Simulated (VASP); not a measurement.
Au, 1 atom in the cell. The structure is cubic, space group Fm-3m (No. 225). Conventional cell: a = 4.070 Å, b = 4.070 Å, c = 4.070 Å, α = 90.00°, β = 90.00°, γ = 90.00°. Au (site symmetry m-3m) has 12 Au at 2.88 Å within 3.8 Å. 

| Property | Result |
| --- | --- |
| Program | VASP 6.6.1 |
| Task | relaxation of volume and atoms at fixed shape |
| Functional | PBEsol |
| Potentials or basis | VASP PAW PBE potentials, release 64 (Au) |
| Cutoff | 600 eV |
| k mesh | 9 × 9 × 9 |
| Occupations | methfessel-paxton, width 0.05 eV |
| Spin | no spin polarisation |
| Dipole correction | no |
| Further INCAR settings | ALGO = Normal; EDIFF = 1e-06; IBRION = 2; EDIFFG = -0.03; NSW = 80; ISIF = 8 |

Potentials or basis: VASP PAW PBE potentials, release 64 (Au).

Launch:

```bash
$ cat potpaw_PBE.64/Au/POTCAR > POTCAR
$ mpirun -np 1 vasp_std > vasp.out
```

Hardware: 1 thread of Intel(R) Xeon(R) Platinum 8559C (Emerald Rapids) (shared host).

Question: Estimate the wall time of this run.

Answer: It took 10 s on 1 thread of Intel(R) Xeon(R) Platinum 8559C (Emerald Rapids) (shared host), peak memory 0.14 GiB. Counts: scf iterations 23, k points 35, ion steps 3.
